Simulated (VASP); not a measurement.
# NaF (Fmmm) in VASP: a series of runs

NaF is run at these levels: PBEsol; tasks: single point.

All numbers are computed with VASP 6.6.1; they aren't measurements. Logs are shortened: lines on timing, memory, paths and dates and some standing lists are left out, and cuts for length are marked.

### 1 The cell of the first run

It takes space group Fmmm (No. 69, orthorhombic). Conventional cell: a = 4.037 Å, b = 4.647 Å, c = 5.256 Å, α = 90.00°, β = 90.00°, γ = 90.00°. Na (site symmetry mmm) has 6 F at 2.02 to 2.63 Å within 2.7 Å. Within 2.7 Å of F (site symmetry mmm) lie 6 Na at 2.02 to 2.63 Å.

### 2 Single point, PBEsol (strain +0.1312 x Voigt [1, -1, 0, 0, 0, 0])

INCAR reads:

```
SYSTEM = NaF
ALGO = Normal ; EDIFF = 1E-6
ENCUT = 520 ; GGA = PS
ISIF = 2 ; ISMEAR = 0
LASPH = .True. ; LCHARG = .False.
LREAL = .False. ; LWAVE = .False.
NBANDS = 14 ; NELM = 60
PREC = Accurate ; SIGMA = 0.05
```

KPOINTS reads:

```
k-points
0
Gamma
  8 8 8
  0 0 0
```

POSCAR reads:

```
NaF
1.0
    0.0000000000      2.0184830400      2.3233000000
    2.6281169600      0.0000000000      2.3233000000
    2.6281169600      2.0184830400      0.0000000000
Na F
1 1
Direct
    0.0000000000      0.0000000000      0.0000000000
    0.5000000000      0.5000000000      0.5000000000
```

Potentials or basis: VASP PAW PBE potentials, release 64 (Na_pv, F).

Started as:

```
> cat potpaw_PBE.64/Na_pv/POTCAR potpaw_PBE.64/F/POTCAR > POTCAR
> mpirun -np 1 vasp_std > vasp.out
```

OUTCAR:

```text
SYSTEM = NaF
   EDIFF = 1E-6
   ENCUT = 520
   GGA = PS
   ISIF = 2
   ISMEAR = 0
   LASPH = .True.
   LREAL = .False.
   NELM = 60
   PREC = Accurate

 ion  position               nearest neighbor table
   1  0.000  0.000  0.000-   2 2.02   2 2.02   2 2.32   2 2.32
   2  0.500  0.500  0.500-   1 2.02   1 2.02   1 2.32   1 2.32

  LATTYP: Found a face centered orthorhombic cell.
 ALAT       =     4.0369660800
 B/A-ratio  =     1.1510128913
 C/A-ratio  =     1.3020257827

  Lattice vectors:

 A1 = (  -2.6281169600,   0.0000000000,  -2.3233000000)
 A2 = (  -2.6281169600,   2.0184830400,   0.0000000000)
 A3 = (   0.0000000000,   2.0184830400,  -2.3233000000)

Analysis of symmetry for initial positions (statically):
=====================================================================
 Subroutine PRICEL returns:
 Original cell was already a primitive cell.

 Routine SETGRP: Setting up the symmetry group for a
 face centered orthorhombic supercell.

 Subroutine GETGRP returns: Found  8 space group operations
 (whereof  8 operations were pure point group operations)
 out of a pool of  8 trial point group operations.

The static configuration has the point symmetry D_2h.

Analysis of symmetry for dynamics (positions and initial velocities):
=====================================================================
 Subroutine PRICEL returns:
 Original cell was already a primitive cell.

 Routine SETGRP: Setting up the symmetry group for a
 face centered orthorhombic supercell.

 Subroutine GETGRP returns: Found  8 space group operations
 (whereof  8 operations were pure point group operations)
 out of a pool of  8 trial point group operations.

The dynamic configuration has the point symmetry D_2h.

 Subroutine INISYM returns: Found  8 space group operations
 (whereof  8 operations are pure point group operations),
 and found     1 'primitive' translations

----------------------------------------------------------------------------------------

                                     Primitive cell

  volume of cell :      24.6493

  direct lattice vectors                    reciprocal lattice vectors
     0.000000000  2.018483040  2.323300000    -0.190250285  0.247710776  0.215211122
     2.628116960  0.000000000  2.323300000     0.190250285 -0.247710776  0.215211122
     2.628116960  2.018483040  0.000000000     0.190250285  0.247710776 -0.215211122

  length of vectors
     3.077660909  3.507808667  3.313800317     0.379304134  0.379304134  0.379304134

  position of ions in fractional coordinates (direct lattice)
     0.000000000  0.000000000  0.000000000
     0.500000000  0.500000000  0.500000000

  ion indices of the primitive-cell ions
   primitive index   ion index
                 1           1
                 2           2

----------------------------------------------------------------------------------------

 KPOINTS: k-points

Automatic generation of k-mesh.
 Grid dimensions read from file:
 generate k-points for:    8    8    8

 Generating k-lattice:

  Cartesian coordinates                     Fractional coordinates (reciprocal lattice)
    -0.023781286  0.030963847  0.026901390     0.125000000 -0.000000000 -0.000000000
     0.023781286 -0.030963847  0.026901390     0.000000000  0.125000000  0.000000000
     0.023781286  0.030963847 -0.026901390     0.000000000  0.000000000  0.125000000

  Length of vectors
     0.047413017  0.047413017  0.047413017

  Shift w.r.t. Gamma in fractional coordinates (k-lattice)
     0.000000000  0.000000000  0.000000000

 Subroutine IBZKPT returns following result:
 ===========================================

 Found     95 irreducible k-points:

 Following reciprocal coordinates:
            Coordinates               Weight
  0.000000  0.000000  0.000000      1.000000
  0.125000  0.000000  0.000000      8.000000
  0.250000  0.000000  0.000000      8.000000
  0.375000  0.000000  0.000000      8.000000
  0.500000  0.000000  0.000000      4.000000
  0.125000  0.125000  0.000000      2.000000
[... 16 lines left out ...]
  0.250000  0.000000  0.125000      8.000000
  0.375000  0.000000  0.125000      8.000000
 [... further k-points ...]
   k-points           NKPTS =     95   k-points in BZ     NKDIM =     95   number of bands    NBANDS=     14
   number of dos      NEDOS =    301   number of ions     NIONS =      2
   total plane-waves  NPLWV =  18816
   dimension x,y,z NGX =    24 NGY =   28 NGZ =   28
   dimension x,y,z NGXF=    48 NGYF=   56 NGZF=   56
   ions per type =               1   1
   NGX,Y,Z   is equivalent  to a cutoff of  12.96, 13.27, 14.05 a.u.
   NGXF,Y,Z  is equivalent  to a cutoff of  25.93, 26.54, 28.09 a.u.
 SYSTEM =  NaF
   PREC   = accura    normal or accurate (medium, high low for compatibility)
   ISTART =      0    job   : 0-new  1-cont  2-samecut
   ICHARG =      2    charge: 1-file 2-atom 10-const
   ISPIN  =      1    spin polarized calculation?
   LNONCOLLINEAR =      F non collinear calculations
   LSORBIT =      F    spin-orbit coupling
   LASPH  =      T    aspherical Exc in radial PAW
   ENCUT  =  520.0 eV  38.22 Ry    6.18 a.u.   5.72  6.52  6.16*2*pi/ulx,y,z
   NELM   =     60;   NELMIN=  2; NELMDL= -5     # of ELM steps
   EDIFF  = 0.1E-05   stopping-criterion for ELM
   LREAL  =      F    real-space projection
   EDIFFG = 0.1E-04   stopping-criterion for IOM
   NSW    =      0    number of steps for IOM
   IBRION =     -1    ionic relax: 0-MD 1-quasi-New 2-CG
   NFREE  =      0    steps in history (QN), initial steepest desc. (CG)
   ISIF   =      2    stress and relaxation
   ISYM   =      2    0-nonsym 1-usesym 2-fastsym
   POTIM  = 0.5000    time-step for ionic-motion
   TEBEG  =    0.0;   TEEND  =   0.0 temperature during run
   PSTRESS=    0.0 pullay stress
   NELECT =      14.0000    total number of electrons
   NUPDOWN=      -1.0000    fix difference up-down
   EMIN   =  10.00;   EMAX   =-10.00  energy-range for DOS
   EFERMI =   0.00;   METHOD = LEGACY
   ISMEAR =     0;   SIGMA  =   0.05  broadening in eV -4-tet -1-fermi 0-gaus
   EFERMI_NEDOS =   21; number of points for ismear=-14 and -15
   IALGO  =     38    algorithm
   IMIX   =      4    mixing-type and parameters
     AMIX     =   0.40;   BMIX     =  1.00
     AMIX_MAG =   1.60;   BMIX_MAG =  1.00
  volume/ion in A,a.u.               =      12.32        83.17
  Fermi-wavevector in a.u.,A,eV,Ry     =   1.355759  2.562013 25.008629  1.838082
  Thomas-Fermi vector in A             =   2.482819
   LORBIT       =      0    0 simple, 1 ext, 2 COOP (PROOUT), +10 PAW based schemes
   GGA     = PS    functional components
   LHFCALC =     F    Hartree Fock is set to
   AEXX    =    0.0000 exact exchange contribution
   IVDW    =     0    specifies the selected vdW correction
   LEPSILON=     F    determine dielectric tensor
   LRPA    =     F    only Hartree local field effects (RPA)
 non-spin polarized calculation
 Gauss-broadening in eV      SIGMA  =   0.05
  energy-cutoff  :      520.00
  volume of cell :       24.65
 maximum number of plane-waves:       678
   NGX = 11   NGY = 13   NGZ = 13

 number of electron      14.0000002 magnetization

 Free energy of the ion-electron system (eV)
  ---------------------------------------------------
  ext. energy  EPLUGINS =         0.00000000
  ---------------------------------------------------
  free energy    TOTEN  =        -8.49384005 eV

  energy without entropy =       -8.49384005  energy(sigma->0) =       -8.49384005

 E-fermi :  -1.7997     XC(G=0):  -9.2996

 val. band max:       -2.1017366446   @ k =   0.0000   0.0000   0.0000
 cond. band min:       3.9697278531   @ k =   0.0000   0.0000   0.0000
 fundamental gap:      6.0714644976
 Fermi energy:        -1.7997353941

 k-point     1 :       0.0000    0.0000    0.0000
  band No.  band energies     occupation
      1     -21.2795      2.00000
      2     -20.7631      2.00000
      3     -20.7145      2.00000
      4     -20.6968      2.00000
      5      -2.2055      2.00000
      6      -2.1262      2.00000
      7      -2.1017      2.00000
      8       3.9697      0.00000
      9      16.3112      0.00000
     10      17.3009      0.00000
     11      18.2250      0.00000
     12      18.9725      0.00000
     13      20.0686      0.00000
     14      22.0453      0.00000

 k-point     2 :       0.1250    0.0000    0.0000
  band No.  band energies     occupation
      1     -21.5116      2.00000
      2     -20.7665      2.00000
      3     -20.7015      2.00000
      4     -20.4451      2.00000
      5      -2.4472      2.00000
      6      -2.2371      2.00000
      7      -2.1527      2.00000
      8       4.5165      0.00000
      9      15.3528      0.00000
     10      16.7506      0.00000
     11      18.0465      0.00000
     12      18.6954      0.00000
     13      21.7228      0.00000
     14      23.3136      0.00000

 k-point     3 :       0.2500    0.0000    0.0000
  band No.  band energies     occupation
      1     -21.8202      2.00000
      2     -20.7775      2.00000
      3     -20.7065      2.00000
      4     -20.0474      2.00000
      5      -3.0715      2.00000
      6      -2.3738      2.00000
      7      -2.2453      2.00000
      8       5.8360      0.00000
      9      13.1020      0.00000
     10      16.6829      0.00000
     11      18.6358      0.00000
     12      18.9342      0.00000
     13      21.7380      0.00000
     14      24.0347      0.00000
[... 324 lines left out ...]
 k-point    23 :       0.2500    0.0000    0.1250
  band No.  band energies     occupation
      1     -21.9653      2.00000
      2     -20.7791      2.00000
      3     -20.7317      2.00000
      4     -19.8313      2.00000
      5      -3.0577      2.00000
      6      -2.3994      2.00000
      7      -2.3656      2.00000
      8       5.9107      0.00000
      9      12.9977      0.00000
     10      16.4541      0.00000
     11      17.0084      0.00000
     12      19.9021      0.00000
     13      22.7200      0.00000
     14      24.2790      0.00000

 k-point    24 :       0.3750    0.0000    0.1250
  band No.  band energies     occupation
      1     -22.0528      2.00000
      2     -20.7904      2.00000
      3     -20.7372      2.00000
      4     -19.6875      2.00000
      5      -3.5063      2.00000
      6      -2.5210      2.00000
      7      -2.4479      2.00000
      8       7.4772      0.00000
      9      11.2736      0.00000
     10      16.3661      0.00000
     11      17.5806      0.00000
     12      20.0665      0.00000
     13      21.4414      0.00000
     14      24.5352      0.00000

 [... further k-points ...]
[... 5 lines left out ...]
  --------------------------------------------------------------------------------------
  -------------------------------------------------------------------------------------
  Total       -0.6556985      4.0623009      0.1261139      0.0000000      0.0000000      0.0000000
  in kB      -42.6196332    264.0447829      8.1972583      0.0000000      0.0000000      0.0000000
  external PRESSURE =      76.5408027 kB  Pullay stress =       0.0000000 kB

 VOLUME and BASIS-vectors are now :
 -----------------------------------------------------------------------------
  energy-cutoff  :      520.00
  volume of cell :       24.65
      direct lattice vectors                 reciprocal lattice vectors
     0.000000000  2.018483040  2.323300000    -0.190250285  0.247710776  0.215211122
     2.628116960  0.000000000  2.323300000     0.190250285 -0.247710776  0.215211122
     2.628116960  2.018483040  0.000000000     0.190250285  0.247710776 -0.215211122

 POSITION                                       TOTAL-FORCE (eV/Angst)
 -----------------------------------------------------------------------------------
      0.00000      0.00000      0.00000         0.000000      0.000000     -0.000000
      2.62812      2.01848      2.32330        -0.000000     -0.000000      0.000000
 -----------------------------------------------------------------------------------
    total drift:                                0.000000     -0.000000      0.000000

  FREE ENERGIE OF THE ION-ELECTRON SYSTEM (eV)
  ---------------------------------------------------
  free  energy   TOTEN  =        -8.4938400521 eV

  energy  without entropy=       -8.4938400521  energy(sigma->0) =       -8.49384005
```

Wall time 21 s (1 thread of AMD EPYC 7R13 (Zen 3), shared host); peak memory 0.13 GiB.

What came out:

```yaml
Free_energy: -8.4938 eV
Pressure: 7.7 GPa
Band_gap_on_the_k_mesh: 6.07 eV, direct
```

Stress tensor (GPa, compression positive):
```
-4.26  0.00  0.00
 0.00 26.40  0.00
 0.00  0.00  0.82
```

Caveat: the cell differs from its parent crystal (strain +0.1312 x Voigt [1, -1, 0, 0, 0, 0]); the PAW data sets were made with another functional, which shifts forces and pressure a little.

### 3 Single point, PBEsol (strain +0.0937 x Voigt [1, -1, 0, 0, 0, 0])

INCAR reads:

```
ALGO = Normal
EDIFF = 1E-6
ENCUT = 520
GGA = PS
ISIF = 2
ISMEAR = 0
LASPH = T
LCHARG = F
LREAL = F
LWAVE = F
NBANDS = 14
NELM = 100
PREC = Accurate
SIGMA = 0.05
```

KPOINTS reads:

```
k-points
0
Gamma
  8 8 8
```

POSCAR reads:

```
NaF
1.0
    0.0000000000      2.1056067900      2.3233000000
    2.5409932100      0.0000000000      2.3233000000
    2.5409932100      2.1056067900      0.0000000000
Na F
1 1
Direct
    0.0000000000      0.0000000000      0.0000000000
    0.5000000000      0.5000000000      0.5000000000
```

Potentials or basis: VASP PAW PBE potentials, release 64 (Na_pv, F).

Started as:

```
> cat potpaw_PBE.64/Na_pv/POTCAR potpaw_PBE.64/F/POTCAR > POTCAR
> mpirun -np 1 vasp_std > vasp.out
```

OUTCAR:

```text
EDIFF = 1E-6
   ENCUT = 520
   GGA = PS
   ISIF = 2
   ISMEAR = 0
   LASPH = T
   LREAL = F
   NELM = 100
   PREC = Accurate

 ion  position               nearest neighbor table
   1  0.000  0.000  0.000-   2 2.11   2 2.11   2 2.32   2 2.32
   2  0.500  0.500  0.500-   1 2.11   1 2.11   1 2.32   1 2.32

  LATTYP: Found a face centered orthorhombic cell.
 ALAT       =     4.2112135800
 B/A-ratio  =     1.1033873993
 C/A-ratio  =     1.2067747986

  Lattice vectors:

 A1 = (  -2.5409932100,   0.0000000000,  -2.3233000000)
 A2 = (  -2.5409932100,   2.1056067900,   0.0000000000)
 A3 = (   0.0000000000,   2.1056067900,  -2.3233000000)

Analysis of symmetry for initial positions (statically):
=====================================================================
 Subroutine PRICEL returns:
 Original cell was already a primitive cell.

 Routine SETGRP: Setting up the symmetry group for a
 face centered orthorhombic supercell.

 Subroutine GETGRP returns: Found  8 space group operations
 (whereof  8 operations were pure point group operations)
 out of a pool of  8 trial point group operations.

The static configuration has the point symmetry D_2h.

Analysis of symmetry for dynamics (positions and initial velocities):
=====================================================================
 Subroutine PRICEL returns:
 Original cell was already a primitive cell.

 Routine SETGRP: Setting up the symmetry group for a
 face centered orthorhombic supercell.

 Subroutine GETGRP returns: Found  8 space group operations
 (whereof  8 operations were pure point group operations)
 out of a pool of  8 trial point group operations.

The dynamic configuration has the point symmetry D_2h.

 Subroutine INISYM returns: Found  8 space group operations
 (whereof  8 operations are pure point group operations),
 and found     1 'primitive' translations

[... 115 lines left out ...]
  volume/ion in A,a.u.               =      12.43        83.88
  Fermi-wavevector in a.u.,A,eV,Ry     =   1.351903  2.554726 24.866570  1.827641
  Thomas-Fermi vector in A             =   2.479286
   LORBIT       =      0    0 simple, 1 ext, 2 COOP (PROOUT), +10 PAW based schemes
   GGA     = PS    functional components
   LHFCALC =     F    Hartree Fock is set to
   AEXX    =    0.0000 exact exchange contribution
   IVDW    =     0    specifies the selected vdW correction
   LEPSILON=     F    determine dielectric tensor
   LRPA    =     F    only Hartree local field effects (RPA)
 non-spin polarized calculation
 Gauss-broadening in eV      SIGMA  =   0.05
  energy-cutoff  :      520.00
  volume of cell :       24.86
 maximum number of plane-waves:       688
   NGX = 11   NGY = 13   NGZ = 13

 number of electron      14.0000000 magnetization

 Free energy of the ion-electron system (eV)
  ---------------------------------------------------
  ext. energy  EPLUGINS =         0.00000000
  ---------------------------------------------------
  free energy    TOTEN  =        -8.64569119 eV

  energy without entropy =       -8.64569119  energy(sigma->0) =       -8.64569119

 E-fermi :  -1.9097     XC(G=0):  -9.2964

 val. band max:       -2.1683750475   @ k =   0.0000   0.0000   0.0000
 cond. band min:       3.9421069701   @ k =   0.0000   0.0000   0.0000
 fundamental gap:      6.1104820176
 Fermi energy:        -1.9096861288

 k-point     1 :       0.0000    0.0000    0.0000
  band No.  band energies     occupation
      1     -21.2690      2.00000
      2     -20.8917      2.00000
      3     -20.8485      2.00000
      4     -20.8436      2.00000
      5      -2.2026      2.00000
      6      -2.1725      2.00000
      7      -2.1684      2.00000
      8       3.9421      0.00000
      9      16.2439      0.00000
     10      16.9412      0.00000
     11      17.6035      0.00000
     12      19.6059      0.00000
     13      19.6580      0.00000
     14      22.5733      0.00000
[... 377 lines left out ...]
      1     -21.9161      2.00000
      2     -20.9182      2.00000
      3     -20.8744      2.00000
      4     -20.0104      2.00000
      5      -3.4988      2.00000
      6      -2.5029      2.00000
      7      -2.4597      2.00000
      8       7.3615      0.00000
      9      11.2915      0.00000
     10      16.5076      0.00000
     11      17.4859      0.00000
     12      19.8469      0.00000
     13      20.7568      0.00000
     14      24.3069      0.00000

 [... further k-points ...]
[... 5 lines left out ...]
  --------------------------------------------------------------------------------------
  -------------------------------------------------------------------------------------
  Total       -0.6447810      2.1715464      0.0167796      0.0000000      0.0000000      0.0000000
  in kB      -41.5534179    139.9470132      1.0813772      0.0000000      0.0000000      0.0000000
  external PRESSURE =      33.1583242 kB  Pullay stress =       0.0000000 kB

 VOLUME and BASIS-vectors are now :
 -----------------------------------------------------------------------------
  energy-cutoff  :      520.00
  volume of cell :       24.86
      direct lattice vectors                 reciprocal lattice vectors
     0.000000000  2.105606790  2.323300000    -0.196773450  0.237461240  0.215211122
     2.540993210  0.000000000  2.323300000     0.196773450 -0.237461240  0.215211122
     2.540993210  2.105606790  0.000000000     0.196773450  0.237461240 -0.215211122

 POSITION                                       TOTAL-FORCE (eV/Angst)
 -----------------------------------------------------------------------------------
      0.00000      0.00000      0.00000         0.000000      0.000000     -0.000000
      2.54099      2.10561      2.32330         0.000000     -0.000000      0.000000
 -----------------------------------------------------------------------------------
    total drift:                                0.000000     -0.000000      0.000000

  FREE ENERGIE OF THE ION-ELECTRON SYSTEM (eV)
  ---------------------------------------------------
  free  energy   TOTEN  =        -8.6456911891 eV

  energy  without entropy=       -8.6456911891  energy(sigma->0) =       -8.64569119
```

Run time: 21 s. Hardware: 1 thread of AMD EPYC 7R13 (Zen 3), shared host; peak memory 0.13 GiB.

What came out:

```yaml
Free_energy: -8.6457 eV
Pressure: 3.3 GPa
Band_gap_on_the_k_mesh: 6.11 eV, direct
```

Caveat: the cell differs from its parent crystal (strain +0.0937 x Voigt [1, -1, 0, 0, 0, 0]); the PAW data sets were made with another functional, which shifts forces and pressure a little.
